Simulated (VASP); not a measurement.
# GaN (R3m) in VASP: notebook

Runs on GaN. Level: PBE. Tasks: single point.

Program: VASP 6.6.1. These are calculated values, not measurements. Logs are shortened: lines on timing, memory, paths and dates and some standing lists are left out, and cuts for length are marked.

**1. The cell of the first run**

It takes space group R3m (No. 160, trigonal). The conventional cell has a = 3.149 Å, b = 3.149 Å, c = 7.825 Å, α = 90.00°, β = 90.00°, γ = 120.00°. Within 2.6 Å of Ga (site symmetry 3m) lie 4 N at 1.94 Å. Within 2.6 Å of N (site symmetry 3m) lie 4 Ga at 1.94 Å.

**2. Single point, PBE (epitaxial 111 strain -1.0%)**

INCAR

```
PREC = Accurate
ENCUT = 520
EDIFF = 1E-7
ISMEAR = 0
SIGMA = 0.01
LREAL = F
LASPH = T
NELM = 100
ALGO = Normal
ISIF = 2
LWAVE = F
LCHARG = F
GGA = PE
NBANDS = 16
```

KPOINTS

```
Automatic mesh
0
Gamma
  6 6 6
```

POSCAR

```
GaN
1.0
    0.0215465101      2.2480095258      2.2480095258
    2.2480095258      0.0215465101      2.2480095258
    2.2480095258      2.2480095258      0.0215465101
Ga N
1 1
Direct
    0.0007339372      0.0007339372      0.0007339372
    0.2492660628      0.2492660628      0.2492660628
```

Potentials or basis: VASP PAW PBE potentials, release 64 (Ga_d, N).

Command:

```sh
cat potpaw_PBE.64/Ga_d/POTCAR potpaw_PBE.64/N/POTCAR > POTCAR
mpirun -np 1 vasp_std > vasp.out
```

OUTCAR:

```text
PREC = Accurate
   ENCUT = 520
   EDIFF = 1E-7
   ISMEAR = 0
   LREAL = F
   LASPH = T
   NELM = 100
   ISIF = 2
   GGA = PE

 ion  position               nearest neighbor table
   1  0.001  0.001  0.001-   2 1.94   2 1.94   2 1.94   2 1.94
   2  0.249  0.249  0.249-   1 1.94   1 1.94   1 1.94   1 1.94

  LATTYP: Found a trigonal (rhomboedric) cell.
 ALAT       =     3.1792385737
 COS(alpha) =     0.5095613000

  Lattice vectors:

 A1 = (   0.0215465101,   2.2480095258,   2.2480095258)
 A2 = (   2.2480095258,   0.0215465101,   2.2480095258)
 A3 = (   2.2480095258,   2.2480095258,   0.0215465101)

Analysis of symmetry for initial positions (statically):
=====================================================================
 Subroutine PRICEL returns:
 Original cell was already a primitive cell.

 Routine SETGRP: Setting up the symmetry group for a
 trigonal (rhombohedral) supercell.

 Subroutine GETGRP returns: Found  6 space group operations
 (whereof  6 operations were pure point group operations)
 out of a pool of 12 trial point group operations.

The static configuration has the point symmetry C_3v.

Analysis of symmetry for dynamics (positions and initial velocities):
=====================================================================
 Subroutine PRICEL returns:
 Original cell was already a primitive cell.

 Routine SETGRP: Setting up the symmetry group for a
 trigonal (rhombohedral) supercell.

 Subroutine GETGRP returns: Found  6 space group operations
 (whereof  6 operations were pure point group operations)
 out of a pool of 12 trial point group operations.

The dynamic configuration has the point symmetry C_3v.

 Subroutine INISYM returns: Found  6 space group operations
 (whereof  6 operations are pure point group operations),
 and found     1 'primitive' translations

----------------------------------------------------------------------------------------

                                     Primitive cell

  volume of cell :      22.3942

  direct lattice vectors                    reciprocal lattice vectors
     0.021546510  2.248009526  2.248009526    -0.225642530  0.223500345  0.223500345
     2.248009526  0.021546510  2.248009526     0.223500345 -0.225642530  0.223500345
     2.248009526  2.248009526  0.021546510     0.223500345  0.223500345 -0.225642530

  length of vectors
     3.179238574  3.179238574  3.179238574     0.388354683  0.388354683  0.388354683

  position of ions in fractional coordinates (direct lattice)
     0.000733937  0.000733937  0.000733937
     0.249266063  0.249266063  0.249266063

  ion indices of the primitive-cell ions
   primitive index   ion index
                 1           1
                 2           2

----------------------------------------------------------------------------------------

 KPOINTS: Automatic mesh

Automatic generation of k-mesh.
 Grid dimensions read from file:
 generate k-points for:    6    6    6

 Generating k-lattice:

  Cartesian coordinates                     Fractional coordinates (reciprocal lattice)
    -0.037607088  0.037250057  0.037250057     0.166666667  0.000000000 -0.000000000
     0.037250057 -0.037607088  0.037250057     0.000000000  0.166666667 -0.000000000
     0.037250057  0.037250057 -0.037607088     0.000000000  0.000000000  0.166666667

  Length of vectors
     0.064725780  0.064725780  0.064725780

  Shift w.r.t. Gamma in fractional coordinates (k-lattice)
     0.000000000  0.000000000  0.000000000

 Subroutine IBZKPT returns following result:
 ===========================================

 Found     32 irreducible k-points:

 Following reciprocal coordinates:
            Coordinates               Weight
  0.000000  0.000000  0.000000      1.000000
  0.166667 -0.000000 -0.000000      6.000000
  0.333333  0.000000  0.000000      6.000000
  0.500000  0.000000 -0.000000      3.000000
  0.166667  0.166667 -0.000000      6.000000
  0.333333  0.166667 -0.000000     12.000000
[... 16 lines left out ...]
  0.500000  0.500000  0.166667      6.000000
 -0.333333  0.500000  0.166667     12.000000
 [... further k-points ...]
   k-points           NKPTS =     32   k-points in BZ     NKDIM =     32   number of bands    NBANDS=     16
   number of dos      NEDOS =    301   number of ions     NIONS =      2
   total plane-waves  NPLWV =  13824
   dimension x,y,z NGX =    24 NGY =   24 NGZ =   24
   dimension x,y,z NGXF=    48 NGYF=   48 NGZF=   48
   ions per type =               1   1
   NGX,Y,Z   is equivalent  to a cutoff of  12.55, 12.55, 12.55 a.u.
   NGXF,Y,Z  is equivalent  to a cutoff of  25.10, 25.10, 25.10 a.u.
 SYSTEM =  unknown system
   PREC   = accura    normal or accurate (medium, high low for compatibility)
   ISTART =      0    job   : 0-new  1-cont  2-samecut
   ICHARG =      2    charge: 1-file 2-atom 10-const
   ISPIN  =      1    spin polarized calculation?
   LNONCOLLINEAR =      F non collinear calculations
   LSORBIT =      F    spin-orbit coupling
   LASPH  =      T    aspherical Exc in radial PAW
   ENCUT  =  520.0 eV  38.22 Ry    6.18 a.u.   5.91  5.91  5.91*2*pi/ulx,y,z
   NELM   =    100;   NELMIN=  2; NELMDL= -5     # of ELM steps
   EDIFF  = 0.1E-06   stopping-criterion for ELM
   LREAL  =      F    real-space projection
   EDIFFG = 0.1E-05   stopping-criterion for IOM
   NSW    =      0    number of steps for IOM
   IBRION =     -1    ionic relax: 0-MD 1-quasi-New 2-CG
   NFREE  =      0    steps in history (QN), initial steepest desc. (CG)
   ISIF   =      2    stress and relaxation
   ISYM   =      2    0-nonsym 1-usesym 2-fastsym
   POTIM  = 0.5000    time-step for ionic-motion
   TEBEG  =    0.0;   TEEND  =   0.0 temperature during run
   PSTRESS=    0.0 pullay stress
   NELECT =      18.0000    total number of electrons
   NUPDOWN=      -1.0000    fix difference up-down
   EMIN   =  10.00;   EMAX   =-10.00  energy-range for DOS
   EFERMI =   0.00;   METHOD = LEGACY
   ISMEAR =     0;   SIGMA  =   0.01  broadening in eV -4-tet -1-fermi 0-gaus
   EFERMI_NEDOS =   21; number of points for ismear=-14 and -15
   IALGO  =     38    algorithm
   IMIX   =      4    mixing-type and parameters
     AMIX     =   0.40;   BMIX     =  1.00
     AMIX_MAG =   1.60;   BMIX_MAG =  1.00
  volume/ion in A,a.u.               =      11.20        75.56
  Fermi-wavevector in a.u.,A,eV,Ry     =   1.522137  2.876423 31.523369  2.316902
  Thomas-Fermi vector in A             =   2.630758
   LORBIT       =      0    0 simple, 1 ext, 2 COOP (PROOUT), +10 PAW based schemes
   GGA     = PE    functional components
   LHFCALC =     F    Hartree Fock is set to
   AEXX    =    0.0000 exact exchange contribution
   IVDW    =     0    specifies the selected vdW correction
   LEPSILON=     F    determine dielectric tensor
   LRPA    =     F    only Hartree local field effects (RPA)
 non-spin polarized calculation
 Gauss-broadening in eV      SIGMA  =   0.01
  energy-cutoff  :      520.00
  volume of cell :       22.39
 maximum number of plane-waves:       612
   NGX = 11   NGY = 11   NGZ = 11

 number of electron      18.0000012 magnetization

 Free energy of the ion-electron system (eV)
  ---------------------------------------------------
  ext. energy  EPLUGINS =         0.00000000
  ---------------------------------------------------
  free energy    TOTEN  =       -12.11325054 eV

  energy without entropy =      -12.11325054  energy(sigma->0) =      -12.11325054

 E-fermi :   5.6888     XC(G=0): -11.7831

 val. band max:        5.5596538770   @ k =   0.0000   0.0000   0.0000
 cond. band min:       7.3835567162   @ k =   0.0000   0.0000   0.0000
 fundamental gap:      1.8239028392
 Fermi energy:         5.6888430177

 k-point     1 :       0.0000    0.0000    0.0000
  band No.  band energies     occupation
      1     -10.5974      2.00000
      2      -7.9439      2.00000
      3      -7.9388      2.00000
      4      -7.9388      2.00000
      5      -7.5983      2.00000
      6      -7.5983      2.00000
[... 8 lines left out ...]
     15      24.4590      0.00000
     16      24.5974      0.00000

 k-point     2 :       0.1667   -0.0000   -0.0000
  band No.  band energies     occupation
      1     -10.2969      2.00000
      2      -7.9067      2.00000
      3      -7.9016      2.00000
      4      -7.8161      2.00000
      5      -7.6007      2.00000
      6      -7.5998      2.00000
[... 8 lines left out ...]
     15      22.4980      0.00000
     16      22.6620      0.00000

 k-point     3 :       0.3333    0.0000    0.0000
  band No.  band energies     occupation
      1      -9.7857      2.00000
      2      -7.8581      2.00000
      3      -7.8525      2.00000
      4      -7.5785      2.00000
      5      -7.5748      2.00000
      6      -7.1491      2.00000
[... 8 lines left out ...]
     15      23.1758      0.00000
     16      23.5713      0.00000

 k-point     4 :       0.5000    0.0000   -0.0000
  band No.  band energies     occupation
      1      -9.6156      2.00000
      2      -7.8492      2.00000
      3      -7.8435      2.00000
      4      -7.5504      2.00000
      5      -7.5453      2.00000
      6      -6.3336      2.00000
[... 8 lines left out ...]
     15      25.2324      0.00000
     16      25.6967      0.00000
[... 324 lines left out ...]
 k-point    22 :      -0.1667    0.3333    0.1667
  band No.  band energies     occupation
      1      -9.5439      2.00000
      2      -7.7961      2.00000
      3      -7.7757      2.00000
      4      -7.6627      2.00000
      5      -7.5593      2.00000
      6      -6.4791      2.00000
[... 8 lines left out ...]
     15      25.6464      0.00000
     16      28.3040      0.00000

 k-point    23 :       0.5000    0.5000    0.1667
  band No.  band energies     occupation
      1      -9.4631      2.00000
      2      -7.8197      2.00000
      3      -7.6717      2.00000
      4      -7.6700      2.00000
      5      -7.5352      2.00000
      6      -6.1041      2.00000
[... 8 lines left out ...]
     15      28.3217      0.00000
     16      28.3611      0.00000

 k-point    24 :      -0.3333    0.5000    0.1667
  band No.  band energies     occupation
      1      -9.4271      2.00000
      2      -7.8048      2.00000
      3      -7.7227      2.00000
      4      -7.6077      2.00000
      5      -7.5565      2.00000
      6      -5.6990      2.00000
[... 8 lines left out ...]
     15      26.4173      0.00000
     16      28.9016      0.00000

 [... further k-points ...]
[... 5 lines left out ...]
  --------------------------------------------------------------------------------------
  -------------------------------------------------------------------------------------
  Total        1.3165480      1.3165480      1.3165480     -0.2131314     -0.2131314     -0.2131314
  in kB       94.1915312     94.1915312     94.1915312    -15.2483437    -15.2483437    -15.2483437
  external PRESSURE =      94.1915312 kB  Pullay stress =       0.0000000 kB

 VOLUME and BASIS-vectors are now :
 -----------------------------------------------------------------------------
  energy-cutoff  :      520.00
  volume of cell :       22.39
      direct lattice vectors                 reciprocal lattice vectors
     0.021546510  2.248009526  2.248009526    -0.225642530  0.223500345  0.223500345
     2.248009526  0.021546510  2.248009526     0.223500345 -0.225642530  0.223500345
     2.248009526  2.248009526  0.021546510     0.223500345  0.223500345 -0.225642530

 POSITION                                       TOTAL-FORCE (eV/Angst)
 -----------------------------------------------------------------------------------
      0.00332      0.00332      0.00332         0.004887      0.004887      0.004887
      1.12608      1.12608      1.12608        -0.004887     -0.004887     -0.004887
 -----------------------------------------------------------------------------------
    total drift:                               -0.000047     -0.000047     -0.000047

  FREE ENERGIE OF THE ION-ELECTRON SYSTEM (eV)
  ---------------------------------------------------
  free  energy   TOTEN  =       -12.1132505407 eV

  energy  without entropy=      -12.1132505407  energy(sigma->0) =      -12.11325054
```

It took 28 s on 1 thread of AMD EPYC 7R13, shared host; peak memory 0.11 GiB.

What came out:

```
Free energy            : -12.1133 eV
Pressure               : 9.4 GPa
Largest force          : 0.008 eV/Å
Band gap on the k mesh : 1.82 eV, direct
```

Forces in eV/Å, atoms in the order of the input:
```
Ga   0.005  0.005  0.005
N   -0.005 -0.005 -0.005
```

Stress tensor (GPa, compression positive):
```
 9.42 -1.52 -1.52
-1.52  9.42 -1.52
-1.52 -1.52  9.42
```

Caveat: the cell differs from its parent crystal (epitaxial 111 strain -1.0%).

**3. Single point, PBE (epitaxial 111 strain +2.0%)**

INCAR

```
PREC = Accurate
ENCUT = 520
EDIFF = 1E-6
ISMEAR = 0
SIGMA = 0.01
LREAL = F
LASPH = T
NELM = 60
ALGO = Normal
ISIF = 2
LWAVE = F
LCHARG = F
GGA = PE
NBANDS = 16
```

KPOINTS is that of step 2.

POSCAR

```
GaN
1.0
   -0.0424854305      2.2514461614      2.2514461614
    2.2514461614     -0.0424854305      2.2514461614
    2.2514461614      2.2514461614     -0.0424854305
Ga N
1 1
Direct
   -0.0012512220     -0.0012512220     -0.0012512220
    0.2512512220      0.2512512220      0.2512512220
```

Potentials or basis: VASP PAW PBE potentials, release 64 (Ga_d, N).

Command:

```sh
cat potpaw_PBE.64/Ga_d/POTCAR potpaw_PBE.64/N/POTCAR > POTCAR
mpirun -np 1 vasp_std > vasp.out
```

Run time: 26 s. Hardware: 1 thread of AMD EPYC 7R13, shared host; peak memory 0.11 GiB.

It converged, with:

```
Free energy            : -12.1376 eV
Pressure               : 0.5 GPa
Largest force          : 0.022 eV/Å
Band gap on the k mesh : 1.43 eV, direct
```

Forces in eV/Å, atoms in the order of the input:
```
Ga  -0.013 -0.013 -0.013
N    0.013  0.013  0.013
```

Stress tensor (GPa, compression positive):
```
0.48 2.75 2.75
2.75 0.48 2.75
2.75 2.75 0.48
```

Levels at points of the mesh, in eV from the valence-band top:
| k point | band 7 | band 8 | band 9 | band 10 | band 11 | band 12 |
| --- | --- | --- | --- | --- | --- | --- |
| (0.00, 0.00, 0.00) | -0.16 | -0.16 | 0.00 | 1.43 | 9.83 | 9.83 |
| (0.50, 0.00, 0.00) | -7.02 | -1.06 | -0.94 | 4.43 | 8.43 | 10.14 |
| (0.50, 0.50, 0.00) | -6.13 | -2.85 | -2.59 | 3.21 | 6.42 | 11.39 |
| (0.50, 0.50, 0.50) | -6.88 | -1.17 | -1.17 | 4.11 | 8.59 | 9.83 |

Caveat: the cell differs from its parent crystal (epitaxial 111 strain +2.0%).
